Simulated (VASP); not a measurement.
# TePb in VASP: single point with PBEsol

Aim: the single point of TePb with PBEsol.

Program: VASP 6.6.1. These are calculated values, not measurements. Logs are shortened: lines on timing, memory, paths and dates and some standing lists are left out, and cuts for length are marked.

## Step 1: The cell of the first run

The cell holds a slab with vacuum, 16 atoms: a = 4.554 Å, b = 4.554 Å, c = 35.540 Å, α = 90.00°, β = 90.00°, γ = 90.00°.

## Step 2: Single point, PBEsol

The input, INCAR:

```
SYSTEM = TePb
  PREC = Accurate
  ENCUT = 520
  EDIFF = 1E-6
  ISMEAR = -1
  SIGMA = 0.05
  LREAL = Auto
  LASPH = .TRUE.
  NELM = 80
  ALGO = Normal
  ISIF = 2
  LWAVE = .FALSE.
  LCHARG = .TRUE.
  GGA = PS
  LVHAR = .TRUE.
  NBANDS = 94
  KPAR = 4
```

The input, KPOINTS:

```
regular mesh
0
G
  6 6 1
  0 0 0
```

The input, POSCAR:

```
TePb
1.0
    3.2200000000      3.2200000000      0.0000000000
   -3.2200000000      3.2200000000      0.0000000000
    0.0000000000      0.0000000000     35.5400000000
Te Pb
8 8
Direct
    0.4991500000      0.5015150000      0.1817970000
    0.4986660000      0.5010170000      0.3630450000
    0.4988910000      0.5012490000      0.5444700000
    0.4997940000      0.5012440000      0.7260820000
    0.9992140000      0.0009750000      0.2736300000
    0.9988510000      0.0013130000      0.4552140000
    0.9991050000      0.0009550000      0.6366420000
    0.9994800000      0.0014700000      0.8179090000
    0.9982160000      0.9997770000      0.1880200000
    0.9977170000      0.0002500000      0.3662380000
    0.9984080000      0.0007980000      0.5470980000
    0.9996220000      0.0003420000      0.7306460000
    0.4987050000      0.5004010000      0.2691200000
    0.4982040000      0.5008800000      0.4527200000
    0.4986530000      0.5000780000      0.6335600000
    0.4992880000      0.4993530000      0.8117240000
```

Potentials or basis: VASP PAW PBE potentials, release 64 (Te, Pb_d).

Launch:

```bash
> cat potpaw_PBE.64/Te/POTCAR potpaw_PBE.64/Pb_d/POTCAR > POTCAR
> mpirun -np 4 vasp_std > vasp.out
```

OUTCAR:

```text
SYSTEM = TePb
   PREC = Accurate
   ENCUT = 520
   EDIFF = 1E-6
   ISMEAR = -1
   LREAL = Auto
   LASPH = .TRUE.
   NELM = 80
   ISIF = 2
   GGA = PS

 ion  position               nearest neighbor table
   1  0.499  0.502  0.182-  13 3.10   9 3.22   9 3.23   9 3.23   9 3.24
   2  0.499  0.501  0.363-  14 3.19  10 3.22  10 3.22  10 3.22  10 3.23  13 3.34
   3  0.499  0.501  0.544-  15 3.17  11 3.22  11 3.22  11 3.22  11 3.22  14 3.26
   4  0.500  0.501  0.726-  16 3.04  12 3.22  12 3.22  12 3.23  12 3.23  15 3.29
   5  0.999  0.001  0.274-   9 3.04  13 3.22  13 3.22  13 3.22  13 3.23  10 3.29
   6  0.999  0.001  0.455-  10 3.16  14 3.22  14 3.22  14 3.22  14 3.22  11 3.27
   7  0.999  0.001  0.637-  11 3.18  15 3.22  15 3.22  15 3.22  15 3.23  12 3.34
   8  0.999  0.001  0.818-  12 3.10  16 3.22  16 3.22  16 3.23  16 3.23
   9  0.998  1.000  0.188-   5 3.04   1 3.22   1 3.23   1 3.23   1 3.24
  10  0.998  0.000  0.366-   6 3.16   2 3.22   2 3.22   2 3.22   2 3.23   5 3.29
  11  0.998  0.001  0.547-   7 3.18   3 3.22   3 3.22   3 3.22   3 3.22   6 3.27
  12  1.000  0.000  0.731-   8 3.10   4 3.22   4 3.22   4 3.23   4 3.23   7 3.34
  13  0.499  0.500  0.269-   1 3.10   5 3.22   5 3.22   5 3.22   5 3.23   2 3.34
  14  0.498  0.501  0.453-   2 3.19   6 3.22   6 3.22   6 3.22   6 3.22   3 3.26
  15  0.499  0.500  0.634-   3 3.17   7 3.22   7 3.22   7 3.22   7 3.23   4 3.29
  16  0.499  0.499  0.812-   4 3.04   8 3.22   8 3.22   8 3.23   8 3.23

  LATTYP: Found a simple tetragonal cell.
 ALAT       =     4.5537676708
 C/A-ratio  =     7.8045263986

  Lattice vectors:

 A1 = (   3.2200000000,   3.2200000000,   0.0000000000)
 A2 = (  -3.2200000000,   3.2200000000,   0.0000000000)
 A3 = (   0.0000000000,   0.0000000000,  35.5400000000)

Analysis of symmetry for initial positions (statically):
=====================================================================
 Subroutine PRICEL returns:
 Original cell was already a primitive cell.

 Routine SETGRP: Setting up the symmetry group for a
 simple tetragonal supercell.

 Subroutine GETGRP returns: Found  1 space group operations
 (whereof  1 operations were pure point group operations)
 out of a pool of 16 trial point group operations.

The static configuration has the point symmetry C_1 .

Analysis of symmetry for dynamics (positions and initial velocities):
=====================================================================
 Subroutine PRICEL returns:
 Original cell was already a primitive cell.

 Routine SETGRP: Setting up the symmetry group for a
 simple tetragonal supercell.

 Subroutine GETGRP returns: Found  1 space group operations
 (whereof  1 operations were pure point group operations)
[... 128 lines left out ...]
   NSW    =      0    number of steps for IOM
[... 5 lines left out ...]
   TEBEG  =    0.0;   TEEND  =   0.0 temperature during run
   PSTRESS=    0.0 pullay stress
   NELECT =     160.0000    total number of electrons
   NUPDOWN=      -1.0000    fix difference up-down
   EMIN   =  10.00;   EMAX   =-10.00  energy-range for DOS
   EFERMI =   0.00;   METHOD = LEGACY
   ISMEAR =    -1;   SIGMA  =   0.05  broadening in eV -4-tet -1-fermi 0-gaus
   EFERMI_NEDOS =   21; number of points for ismear=-14 and -15
   IALGO  =     38    algorithm
   IMIX   =      4    mixing-type and parameters
     AMIX     =   0.40;   BMIX     =  1.00
     AMIX_MAG =   1.60;   BMIX_MAG =  1.00
  volume/ion in A,a.u.               =      46.06       310.84
  Fermi-wavevector in a.u.,A,eV,Ry     =   0.983924  1.859348 13.171901  0.968107
  Thomas-Fermi vector in A             =   2.115119
   LORBIT       =      0    0 simple, 1 ext, 2 COOP (PROOUT), +10 PAW based schemes
   GGA     = PS    functional components
   LHFCALC =     F    Hartree Fock is set to
   AEXX    =    0.0000 exact exchange contribution
   IVDW    =     0    specifies the selected vdW correction
   LEPSILON=     F    determine dielectric tensor
   LRPA    =     F    only Hartree local field effects (RPA)
 non-spin polarized calculation
  energy-cutoff  :      520.00
  volume of cell :      736.99
 maximum number of plane-waves:     19921
 NGX is ok and might be reduce to    36
   NGX = 17   NGY = 17   NGZ =133

 number of electron     160.0000027 magnetization

 Free energy of the ion-electron system (eV)
  ---------------------------------------------------
  ext. energy  EPLUGINS =         0.00000000
  ---------------------------------------------------
  free energy    TOTEN  =       -65.48264126 eV

  energy without entropy =      -65.48260330  energy(sigma->0) =      -65.48262228

 E-fermi :   3.1541     XC(G=0):  -7.2019

 val. band max:        2.7144719319   @ k =   0.5000   0.0000   0.0000
 cond. band min:       3.5885604852   @ k =   0.5000   0.0000   0.0000
 fundamental gap:      0.8740885533
 Fermi energy:         3.1540932656

 k-point     1 :       0.0000    0.0000    0.0000
  band No.  band energies     occupation
      1     -13.9515      2.00000
      2     -13.9443      2.00000
      3     -13.9352      2.00000
      4     -13.9264      2.00000
      5     -13.9026      2.00000
      6     -13.8857      2.00000
[... 1889 lines left out ...]
     91       6.8606      0.00000
     92       6.8608      0.00000
 [bands above 92 left out]

------------------------ aborting loop because EDIFF is reached ----------------------------------------

  FORCE on cell =-STRESS in cart. coord.  units (eV):
  Direction    XX          YY          ZZ          XY          YZ          ZX
  --------------------------------------------------------------------------------------
  -------------------------------------------------------------------------------------
  Total       -0.3308981     -0.3280205     -0.0824991     -0.0035123      0.0049974      0.0084260
  in kB       -0.7193589     -0.7131032     -0.1793496     -0.0076357      0.0108641      0.0183178
  external PRESSURE =      -0.5372706 kB  Pullay stress =       0.0000000 kB

 VOLUME and BASIS-vectors are now :
 -----------------------------------------------------------------------------
  energy-cutoff  :      520.00
  volume of cell :      736.99
      direct lattice vectors                 reciprocal lattice vectors
     3.220000000  3.220000000  0.000000000     0.155279503  0.155279503  0.000000000
    -3.220000000  3.220000000  0.000000000    -0.155279503  0.155279503  0.000000000
     0.000000000  0.000000000 35.540000000     0.000000000  0.000000000  0.028137310

 POSITION                                       TOTAL-FORCE (eV/Angst)
 -----------------------------------------------------------------------------------
     -0.00762      3.22214      6.46107         0.003356     -0.003868      0.008741
     -0.00757      3.21898     12.90262        -0.000687     -0.002221      0.014127
     -0.00759      3.22045     19.35046        -0.001990     -0.002155      0.006390
     -0.00467      3.22334     25.80495        -0.001044     -0.001881     -0.004377
      3.21433      3.22061      9.72481        -0.000692     -0.001017      0.015413
      3.21207      3.22053     16.17831         0.000932     -0.002130      0.004105
[... 8 lines left out ...]
     -0.00459      3.21591     22.51672         0.001555      0.001868     -0.001144
     -0.00021      3.21562     28.84867        -0.001792      0.005717      0.008077
 -----------------------------------------------------------------------------------
    total drift:                               -0.001269      0.002900      0.012273

  FREE ENERGIE OF THE ION-ELECTRON SYSTEM (eV)
  ---------------------------------------------------
  free  energy   TOTEN  =       -65.4826412592 eV

  energy  without entropy=      -65.4826032979  energy(sigma->0) =      -65.48262228
```

OSZICAR:

```text
N       E                     dE             d eps       ncg     rms          rms(c)
DAV:   1     0.171212252792E+04    0.17121E+04   -0.68297E+04  3904   0.157E+03
DAV:   2     0.163367673606E+03   -0.15488E+04   -0.15031E+04  3978   0.426E+02
DAV:   3    -0.518990563924E+02   -0.21527E+03   -0.20851E+03  4688   0.194E+02
[... 27 lines left out ...]
DAV:  31    -0.654826026996E+02   -0.31590E-04   -0.76538E-05  4822   0.339E-02    0.164E-02
DAV:  32    -0.654826238956E+02   -0.21196E-04   -0.16925E-05  4748   0.154E-02    0.161E-02
DAV:  33    -0.654826368352E+02   -0.12940E-04   -0.97241E-07  2506   0.465E-03    0.933E-03
DAV:  34    -0.654826405246E+02   -0.36894E-05   -0.79338E-07  2452   0.459E-03    0.919E-03
DAV:  35    -0.654826412592E+02   -0.73453E-06   -0.30849E-07  2442   0.339E-03
   1 F= -.65482641E+02 E0= -.65482622E+02  d E =-.379612E-04
```

It took 31 min on 4 MPI ranks of Oxide Virtual Turin-like, shared host; peak memory 1.2 GiB.

Results:

```yaml
Free_energy: -65.4826 eV
Largest_force: 0.018 eV/Å
Band_gap_on_the_k_mesh: 0.87 eV
```

Forces in eV/Å, atoms in the order of the input:
```
Te   0.003 -0.004  0.009
Te  -0.001 -0.002  0.014
Te  -0.002 -0.002  0.006
Te  -0.001 -0.002 -0.004
Te  -0.001 -0.001  0.015
Te   0.001 -0.002  0.004
Te   0.000 -0.001 -0.002
Te   0.001 -0.002  0.001
Pb  -0.001  0.002 -0.018
Pb   0.003  0.004 -0.013
Pb   0.002  0.001 -0.001
Pb  -0.005  0.002 -0.002
Pb  -0.002 -0.001 -0.004
Pb   0.002  0.001 -0.012
Pb   0.002  0.002 -0.001
Pb  -0.002  0.006  0.008
```

Caveat: there is no dipole correction, which matters where the two faces differ; the PAW data sets were made with another functional, which shifts forces and pressure a little; spin-orbit coupling is left out, which moves the levels of the heavy elements.
